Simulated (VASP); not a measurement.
# SrB5Te (P4/mmm) in VASP: a series of runs

Runs on SrB5Te. Level: PBE. Tasks: single point, relaxation of cell and atoms.

Everything below comes from runs of VASP 6.6.1. Logs are shortened: lines on timing, memory, paths and dates and some standing lists are left out, and cuts for length are marked.

### 1 The cell of the first run

The structure is tetragonal, space group P4/mmm (No. 123). Conventional cell: a = 3.589 Å, b = 3.589 Å, c = 7.861 Å, α = 90.00°, β = 90.00°, γ = 90.00°. Sr (site symmetry 4/mmm) has 12 B at 2.54 to 2.73 Å within 3.3 Å. B (site symmetry 2mm) has 6 B at 2.54 to 2.73 Å and 2 Te at 2.59 Å and 2 Sr at 2.73 Å within 3.3 Å. B (site symmetry 4/mmm) has 4 Sr at 2.54 Å and 8 B at 2.73 Å within 3.3 Å. Te (site symmetry 4/mmm) has 8 B at 2.59 Å within 3.4 Å.

### 2 Single point, PBE

Contents of INCAR:

```
PREC = Accurate
ENCUT = 520
EDIFF = 1E-6
ISMEAR = 0
SIGMA = 0.1
LREAL = F
LASPH = T
NELM = 100
ALGO = Normal
ISIF = 2
LWAVE = F
LCHARG = F
GGA = PE
NBANDS = 24
```

Contents of KPOINTS:

```
Automatic mesh
0
Gamma
  6 6 2
```

Contents of POSCAR:

```
SrB5Te
1.0
    3.5892362659      0.0000000000      0.0000000000
    0.0000000000      3.5892362659      0.0000000000
    0.0000000000      0.0000000000      7.8607281390
Sr B Te
1 5 1
Direct
    0.0000000000      0.0000000000      0.0000000000
    0.0000000000      0.5000000000      0.2623943470
    0.0000000000      0.5000000000      0.7376056530
    0.5000000000      0.0000000000      0.2623943470
    0.5000000000      0.0000000000      0.7376056530
    0.5000000000      0.5000000000      0.0000000000
    0.0000000000      0.0000000000      0.5000000000
```

Potentials or basis: VASP PAW PBE potentials, release 64 (Sr_sv, B, Te).

Run with:

```console
$ cat potpaw_PBE.64/Sr_sv/POTCAR potpaw_PBE.64/B/POTCAR potpaw_PBE.64/Te/POTCAR > POTCAR
$ mpirun -np 1 vasp_std > vasp.out
```

OUTCAR:

```text
PREC = Accurate
   ENCUT = 520
   EDIFF = 1E-6
   ISMEAR = 0
   LREAL = F
   LASPH = T
   NELM = 100
   ISIF = 2
   GGA = PE

 ion  position               nearest neighbor table
   1  0.000  0.000  0.000-   6 2.54   6 2.54   6 2.54   6 2.54   2 2.73   2 2.73   3 2.73   3 2.73
                             4 2.73   5 2.73   4 2.73   5 2.73   7 3.93   7 3.93
   2  0.000  0.500  0.262-   7 2.59   7 2.59   1 2.73   1 2.73
   3  0.000  0.500  0.738-   7 2.59   7 2.59   1 2.73   1 2.73
   4  0.500  0.000  0.262-   7 2.59   7 2.59   1 2.73   1 2.73
   5  0.500  0.000  0.738-   7 2.59   7 2.59   1 2.73   1 2.73
   6  0.500  0.500  0.000-   1 2.54   1 2.54   1 2.54   1 2.54
   7  0.000  0.000  0.500-   2 2.59   3 2.59   4 2.59   5 2.59   2 2.59   3 2.59   4 2.59   5 2.59
                             1 3.93   1 3.93

  LATTYP: Found a simple tetragonal cell.
 ALAT       =     3.5892362659
 C/A-ratio  =     2.1900837829

  Lattice vectors:

 A1 = (   3.5892362659,   0.0000000000,   0.0000000000)
 A2 = (   0.0000000000,   3.5892362659,   0.0000000000)
 A3 = (   0.0000000000,   0.0000000000,   7.8607281390)

Analysis of symmetry for initial positions (statically):
=====================================================================
 Subroutine PRICEL returns:
 Original cell was already a primitive cell.

 Routine SETGRP: Setting up the symmetry group for a
 simple tetragonal supercell.

 Subroutine GETGRP returns: Found 16 space group operations
 (whereof 16 operations were pure point group operations)
 out of a pool of 16 trial point group operations.

The static configuration has the point symmetry D_4h.

Analysis of symmetry for dynamics (positions and initial velocities):
=====================================================================
 Subroutine PRICEL returns:
 Original cell was already a primitive cell.

 Routine SETGRP: Setting up the symmetry group for a
 simple tetragonal supercell.

 Subroutine GETGRP returns: Found 16 space group operations
 (whereof 16 operations were pure point group operations)
 out of a pool of 16 trial point group operations.

The dynamic configuration has the point symmetry D_4h.

 Subroutine INISYM returns: Found 16 space group operations
 (whereof 16 operations are pure point group operations),
 and found     1 'primitive' translations

----------------------------------------------------------------------------------------

                                     Primitive cell

  volume of cell :     101.2667

  direct lattice vectors                    reciprocal lattice vectors
     3.589236266  0.000000000  0.000000000     0.278610804  0.000000000  0.000000000
     0.000000000  3.589236266  0.000000000     0.000000000  0.278610804  0.000000000
     0.000000000  0.000000000  7.860728139     0.000000000  0.000000000  0.127214678

  length of vectors
     3.589236266  3.589236266  7.860728139     0.278610804  0.278610804  0.127214678

  position of ions in fractional coordinates (direct lattice)
     0.000000000  0.000000000  0.000000000
     0.000000000  0.500000000  0.262394347
     0.000000000  0.500000000  0.737605653
     0.500000000  0.000000000  0.262394347
     0.500000000  0.000000000  0.737605653
     0.500000000  0.500000000  0.000000000
     0.000000000  0.000000000  0.500000000

  ion indices of the primitive-cell ions
   primitive index   ion index
                 1           1
                 2           2
                 3           3
                 4           4
                 5           5
                 6           6
                 7           7

----------------------------------------------------------------------------------------

 KPOINTS: Automatic mesh

Automatic generation of k-mesh.
 Grid dimensions read from file:
 generate k-points for:    6    6    2

 Generating k-lattice:

  Cartesian coordinates                     Fractional coordinates (reciprocal lattice)
     0.046435134  0.000000000  0.000000000     0.166666667  0.000000000  0.000000000
     0.000000000  0.046435134  0.000000000     0.000000000  0.166666667  0.000000000
     0.000000000  0.000000000  0.063607339     0.000000000  0.000000000  0.500000000

  Length of vectors
     0.046435134  0.046435134  0.063607339

  Shift w.r.t. Gamma in fractional coordinates (k-lattice)
     0.000000000  0.000000000  0.000000000

 Subroutine IBZKPT returns following result:
 ===========================================

 Found     20 irreducible k-points:

 Following reciprocal coordinates:
            Coordinates               Weight
  0.000000  0.000000  0.000000      1.000000
  0.166667  0.000000  0.000000      4.000000
  0.333333  0.000000  0.000000      4.000000
  0.500000  0.000000  0.000000      2.000000
  0.166667  0.166667  0.000000      4.000000
  0.333333  0.166667  0.000000      8.000000
[... 12 lines left out ...]
  0.500000  0.333333  0.500000      4.000000
  0.500000  0.500000  0.500000      1.000000
   k-points           NKPTS =     20   k-points in BZ     NKDIM =     20   number of bands    NBANDS=     24
   number of dos      NEDOS =    301   number of ions     NIONS =      7
   total plane-waves  NPLWV =  47040
   dimension x,y,z NGX =    28 NGY =   28 NGZ =   60
   dimension x,y,z NGXF=    56 NGYF=   56 NGZF=  120
   ions per type =               1   5   1
   NGX,Y,Z   is equivalent  to a cutoff of  12.97, 12.97, 12.69 a.u.
   NGXF,Y,Z  is equivalent  to a cutoff of  25.94, 25.94, 25.38 a.u.
 SYSTEM =  unknown system
   PREC   = accura    normal or accurate (medium, high low for compatibility)
   ISTART =      0    job   : 0-new  1-cont  2-samecut
   ICHARG =      2    charge: 1-file 2-atom 10-const
   ISPIN  =      1    spin polarized calculation?
   LNONCOLLINEAR =      F non collinear calculations
   LSORBIT =      F    spin-orbit coupling
   LASPH  =      T    aspherical Exc in radial PAW
   ENCUT  =  520.0 eV  38.22 Ry    6.18 a.u.   6.67  6.67 14.62*2*pi/ulx,y,z
   NELM   =    100;   NELMIN=  2; NELMDL= -5     # of ELM steps
   EDIFF  = 0.1E-05   stopping-criterion for ELM
   LREAL  =      F    real-space projection
   EDIFFG = 0.1E-04   stopping-criterion for IOM
   NSW    =      0    number of steps for IOM
   IBRION =     -1    ionic relax: 0-MD 1-quasi-New 2-CG
   NFREE  =      0    steps in history (QN), initial steepest desc. (CG)
   ISIF   =      2    stress and relaxation
   ISYM   =      2    0-nonsym 1-usesym 2-fastsym
   POTIM  = 0.5000    time-step for ionic-motion
   TEBEG  =    0.0;   TEEND  =   0.0 temperature during run
   PSTRESS=    0.0 pullay stress
   NELECT =      31.0000    total number of electrons
   NUPDOWN=      -1.0000    fix difference up-down
   EMIN   =  10.00;   EMAX   =-10.00  energy-range for DOS
   EFERMI =   0.00;   METHOD = LEGACY
   ISMEAR =     0;   SIGMA  =   0.10  broadening in eV -4-tet -1-fermi 0-gaus
   EFERMI_NEDOS =   21; number of points for ismear=-14 and -15
   IALGO  =     38    algorithm
   IMIX   =      4    mixing-type and parameters
     AMIX     =   0.40;   BMIX     =  1.00
     AMIX_MAG =   1.60;   BMIX_MAG =  1.00
  volume/ion in A,a.u.               =      14.47        97.63
  Fermi-wavevector in a.u.,A,eV,Ry     =   1.103333  2.084996 16.562954  1.217343
  Thomas-Fermi vector in A             =   2.239789
   LORBIT       =      0    0 simple, 1 ext, 2 COOP (PROOUT), +10 PAW based schemes
   GGA     = PE    functional components
   LHFCALC =     F    Hartree Fock is set to
   AEXX    =    0.0000 exact exchange contribution
   IVDW    =     0    specifies the selected vdW correction
   LEPSILON=     F    determine dielectric tensor
   LRPA    =     F    only Hartree local field effects (RPA)
 non-spin polarized calculation
 Gauss-broadening in eV      SIGMA  =   0.10
  energy-cutoff  :      520.00
  volume of cell :      101.27
 maximum number of plane-waves:      2772
 NGX is ok and might be reduce to    28
   NGX = 13   NGY = 13   NGZ = 29

 number of electron      31.0000000 magnetization

 Free energy of the ion-electron system (eV)
  ---------------------------------------------------
  ext. energy  EPLUGINS =         0.00000000
  ---------------------------------------------------
  free energy    TOTEN  =       -24.62720949 eV

  energy without entropy =      -24.60793455  energy(sigma->0) =      -24.61757202

 E-fermi :   5.0624     XC(G=0): -10.5355

 val. band max:        5.0477059151   @ k =   0.1667   0.0000   0.5000
 cond. band min:       5.0929089678   @ k =   0.5000   0.5000   0.5000
 fundamental gap:      0.0452030527
 Fermi energy:         5.0624206424

 k-point     1 :       0.0000    0.0000    0.0000
  band No.  band energies     occupation
      1     -27.8018      2.00000
      2     -10.4710      2.00000
      3      -9.9270      2.00000
      4      -9.9270      2.00000
      5      -8.8375      2.00000
      6      -4.1618      2.00000
[... 16 lines left out ...]
     23       9.4434      0.00000
     24       9.8865      0.00000

 k-point     2 :       0.1667    0.0000    0.0000
  band No.  band energies     occupation
      1     -27.7862      2.00000
      2     -10.4191      2.00000
      3     -10.2043      2.00000
      4      -9.8921      2.00000
      5      -8.6056      2.00000
      6      -3.9383      2.00000
[... 16 lines left out ...]
     23       9.2053      0.00000
     24      10.0895      0.00000

 k-point     3 :       0.3333    0.0000    0.0000
  band No.  band energies     occupation
      1     -27.7547      2.00000
      2     -10.6885      2.00000
      3     -10.3119      2.00000
      4      -9.8207      2.00000
      5      -8.0374      2.00000
      6      -3.2791      2.00000
[... 16 lines left out ...]
     23       8.7621      0.00000
     24       9.4691      0.00000

 k-point     4 :       0.5000    0.0000    0.0000
  band No.  band energies     occupation
      1     -27.7389      2.00000
      2     -10.9059      2.00000
      3     -10.2563      2.00000
      4      -9.7842      2.00000
      5      -7.6539      2.00000
      6      -3.1197      2.00000
[... 16 lines left out ...]
     23       8.2089      0.00000
     24       9.6025      0.00000

 k-point     5 :       0.1667    0.1667    0.0000
  band No.  band energies     occupation
      1     -27.7707      2.00000
      2     -10.3702      2.00000
      3     -10.1978      2.00000
      4     -10.1229      2.00000
      5      -8.3749      2.00000
      6      -3.7115      2.00000
[... 16 lines left out ...]
     23       8.7659      0.00000
     24       9.0128      0.00000

 k-point     6 :       0.3333    0.1667    0.0000
  band No.  band energies     occupation
      1     -27.7394      2.00000
      2     -10.6363      2.00000
      3     -10.2692      2.00000
      4     -10.0693      2.00000
      5      -7.8046      2.00000
      6      -3.0428      2.00000
[... 16 lines left out ...]
     23       9.3451      0.00000
     24       9.5615      0.00000
[... 271 lines left out ...]
 k-point    17 :       0.5000    0.1667    0.5000
  band No.  band energies     occupation
      1     -27.7236      2.00000
      2     -10.8479      2.00000
      3     -10.2365      2.00000
      4     -10.0255      2.00000
      5      -7.3269      2.00000
      6      -3.0530      2.00000
[... 16 lines left out ...]
     23       9.3517      0.00000
     24       9.8040      0.00000

 k-point    18 :       0.3333    0.3333    0.5000
  band No.  band energies     occupation
      1     -27.7085      2.00000
      2     -10.5524      2.00000
      3     -10.4915      2.00000
      4     -10.1988      2.00000
      5      -7.1403      2.00000
      6      -2.6770      2.00000
[... 16 lines left out ...]
     23       9.7436      0.00000
     24      10.2179      0.00000

 k-point    19 :       0.5000    0.3333    0.5000
  band No.  band energies     occupation
      1     -27.6929      2.00000
      2     -10.7282      2.00000
      3     -10.4641      2.00000
      4     -10.1500      2.00000
      5      -6.7477      2.00000
      6      -2.4966      2.00000
[... 16 lines left out ...]
     23       9.9011      0.00000
     24      10.0355      0.00000

 k-point    20 :       0.5000    0.5000    0.5000
  band No.  band energies     occupation
      1     -27.6774      2.00000
      2     -10.6656      2.00000
      3     -10.6656      2.00000
      4     -10.1060      2.00000
      5      -6.3404      2.00000
      6      -2.1038      2.00000
[... 16 lines left out ...]
     23      10.0139      0.00000
     24      10.0139      0.00000

------------------------ aborting loop because EDIFF is reached ----------------------------------------

  FORCE on cell =-STRESS in cart. coord.  units (eV):
  Direction    XX          YY          ZZ          XY          YZ          ZX
  --------------------------------------------------------------------------------------
  -------------------------------------------------------------------------------------
  Total        0.0708419      0.0708419      0.1332798      0.0000000      0.0000000      0.0000000
  in kB        1.1208153      1.1208153      2.1086668      0.0000000      0.0000000      0.0000000
  external PRESSURE =       1.4500992 kB  Pullay stress =       0.0000000 kB

 VOLUME and BASIS-vectors are now :
 -----------------------------------------------------------------------------
  energy-cutoff  :      520.00
  volume of cell :      101.27
      direct lattice vectors                 reciprocal lattice vectors
     3.589236266  0.000000000  0.000000000     0.278610804  0.000000000  0.000000000
     0.000000000  3.589236266  0.000000000     0.000000000  0.278610804  0.000000000
     0.000000000  0.000000000  7.860728139     0.000000000  0.000000000  0.127214678

 POSITION                                       TOTAL-FORCE (eV/Angst)
 -----------------------------------------------------------------------------------
      0.00000      0.00000      0.00000        -0.000000      0.000000      0.000000
      0.00000      1.79462      2.06261        -0.000000     -0.000000      0.005871
      0.00000      1.79462      5.79812        -0.000000     -0.000000     -0.005871
      1.79462      0.00000      2.06261         0.000000      0.000000      0.005871
      1.79462      0.00000      5.79812         0.000000     -0.000000     -0.005871
      1.79462      1.79462      0.00000        -0.000000      0.000000      0.000000
      0.00000      0.00000      3.93036        -0.000000      0.000000      0.000000
 -----------------------------------------------------------------------------------
    total drift:                               -0.000000      0.000000     -0.000000

  FREE ENERGIE OF THE ION-ELECTRON SYSTEM (eV)
  ---------------------------------------------------
  free  energy   TOTEN  =       -24.6272094864 eV

  energy  without entropy=      -24.6079345535  energy(sigma->0) =      -24.61757202
```

Run time: 23 s. Hardware: 1 thread of Intel Xeon 6975P-C (Granite Rapids), shared host; peak memory 0.23 GiB.

Results:

- Free energy: -24.6272 eV
- Pressure: 0.1 GPa
- Largest force: 0.006 eV/Å

Forces on the atoms (eV/Å):
```
Sr   0.000  0.000  0.000
B    0.000  0.000  0.006
B    0.000  0.000 -0.006
B    0.000  0.000  0.006
B    0.000  0.000 -0.006
B    0.000  0.000  0.000
Te   0.000  0.000  0.000
```

Caveat: the k points lie up to 0.40 Å⁻¹ apart; spin-orbit coupling is left out, which moves the levels of the heavy elements.

### 3 Relaxation of cell and atoms, PBE

This run uses another cell than the first one, of 14.66 Å³/atom, 1.013 times its volume.

Contents of INCAR:

```
SYSTEM = SrB5Te
ALGO = Normal
EDIFF = 1E-7
EDIFFG = -0.04
ENCUT = 600
GGA = PE
IBRION = 2
ISIF = 3
ISMEAR = 0
LASPH = .True.
LCHARG = .False.
LREAL = .False.
LWAVE = .False.
NELM = 100
NSW = 90
PREC = Accurate
SIGMA = 0.1
```

Contents of KPOINTS:

```
k-points
0
Gamma
  6 6 2
  0 0 0
```

Contents of POSCAR:

```
SrB5Te
1.0
    3.6163258888      0.0000000000      0.0000000000
    0.0000000000      3.6163258888      0.0000000000
    0.0000000000      0.0000000000      7.8447875695
Sr B Te
1 5 1
Direct
    0.0000000000      0.0000000000      0.0000000000
    0.0000000000      0.5000000000      0.2604284942
    0.0000000000      0.5000000000      0.7395715058
    0.5000000000      0.0000000000      0.2604284942
    0.5000000000      0.0000000000      0.7395715058
    0.5000000000      0.5000000000      0.0000000000
    0.0000000000      0.0000000000      0.5000000000
```

Potentials or basis: VASP PAW PBE potentials, release 64 (Sr_sv, B, Te).

Run with:

```console
$ cat potpaw_PBE.64/Sr_sv/POTCAR potpaw_PBE.64/B/POTCAR potpaw_PBE.64/Te/POTCAR > POTCAR
$ mpirun -np 1 vasp_std > vasp.out
```

It took 81 s on 1 thread of Intel Xeon 6975P-C (Granite Rapids), shared host; peak memory 0.27 GiB.

Results (log left out):

| Quantity | Value |
| --- | --- |
| Free energy | -24.6281 eV |
| Relaxed volume | 14.47 Å³/atom |
| Relaxed cell | a = 3.593 Å, b = 3.593 Å, c = 7.849 Å, α = 90.00°, β = 90.00°, γ = 90.00° |
| Space group after relaxing (to 0.05 Å) | P4/mmm (No. 123) |
| Energy gained by relaxing | 0.8 meV/atom |
| Ionic steps | 4 |
| Pressure after relaxing | 0.1 GPa |
| Largest force after relaxing | 0.032 eV/Å |

Forces on the atoms (eV/Å):
```
Sr   0.000  0.000  0.000
B    0.000  0.000  0.032
B    0.000  0.000 -0.032
B    0.000  0.000  0.032
B    0.000  0.000 -0.032
B    0.000  0.000  0.000
Te   0.000  0.000  0.000
```

Stress tensor (GPa, compression positive):
```
0.03 0.00 0.00
0.00 0.03 0.00
0.00 0.00 0.34
```

The path:
| step | energy change (eV) | largest force (eV/Å) | pressure (GPa) | volume (Å³) |
| --- | --- | --- | --- | --- |
| 1 | 0.0000 | 0.0722 | -0.66 | 102.59 |
| 2 | -0.0035 | 0.0566 | -0.08 | 101.70 |
| 3 | -0.0040 | 0.0481 | 0.22 | 101.25 |
| 4 | -0.0053 | 0.0321 | 0.13 | 101.31 |

Final structure:
```
CELL_PARAMETERS angstrom
3.59259 0.00000 0.00000
0.00000 3.59259 0.00000
0.00000 0.00000 7.84916
ATOMIC_POSITIONS crystal
Sr 0.00000 0.00000 0.00000
B 0.00000 0.50000 0.26156
B 0.00000 0.50000 0.73844
B 0.50000 0.00000 0.26156
B 0.50000 0.00000 0.73844
B 0.50000 0.50000 0.00000
Te 0.00000 0.00000 0.50000
```

Levels at points of the mesh, in eV from the Fermi level:
```csv
k point,band 12,band 13,band 14,band 15,band 16,band 17,band 18,band 19
"(0.00, 0.00, 0.00)",-1.99,-1.16,-1.16,-0.81,0.17,1.50,1.50,1.84
"(0.50, 0.00, 0.00)",-1.14,-1.10,-0.75,-0.70,-0.46,0.68,1.16,2.02
"(0.50, 0.50, 0.00)",-3.47,-2.08,-2.08,-1.94,-1.92,0.10,0.10,2.68
"(0.00, 0.00, 0.50)",-1.55,-0.87,-0.87,-0.58,0.81,1.24,1.91,1.91
"(0.50, 0.00, 0.50)",-3.20,-1.60,-0.68,1.30,1.47,1.49,1.75,2.01
"(0.50, 0.50, 0.50)",-3.76,-2.70,-2.70,-1.30,-0.81,0.03,0.03,1.93
```

Caveat: the k points lie up to 0.40 Å⁻¹ apart in the final cell; spin-orbit coupling is left out, which moves the levels of the heavy elements.
